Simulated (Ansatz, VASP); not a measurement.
BeZn2O3 in VASP and in Ansatz

```
Be Zn O
1.0
     3.38354    0.00000    0.00000
    -1.69177    2.93023    0.00000
     0.00000    0.00000    6.96297
Be Zn O
1 2 3
Direct
  0.66667 0.33333 0.00000
  0.33333 0.66667 0.32113
  0.33333 0.66667 0.67887
  0.66667 0.33333 0.50000
  0.00000 0.00000 0.00000
  0.00000 0.00000 0.50000
```

Change from the starting cell: species swapped into the Ce2Si3Ni type (P-6m2, No. 187).

Alike in both runs: functional PBE; k mesh 4 × 4 × 2; occupations gaussian, width 0.15 eV; no spin polarisation.

Ansatz relaxed the structure, and its values are those at the end. VASP's run is a single point on that final structure, the one shown.

|  | VASP | Ansatz |
| --- | --- | --- |
| version | VASP 6.6.1 | Ansatz 0.2.0 |
| potentials or method | VASP PAW PBE potentials, release 64 (Be, Zn, O), cutoff 600 eV | scalar-relativistic, plane waves, PAW |
| valence electrons in the cell | 44 | 44 |

```tsv
	VASP	Ansatz	Ansatz less VASP
gap on the k mesh at the Fermi level (eV)	none	none	-
pressure (GPa)	0.2	0.0	-0.15
rms of the force components (eV/Å)	0.017	0.003	-0.0143
```

A gap of «none» marks a metal or a gap that the smearing closes. The functional is the same, so the differences come from potentials, cutoffs and numerics.

The k mesh is coarse, so the values compare programs but aren't converged.
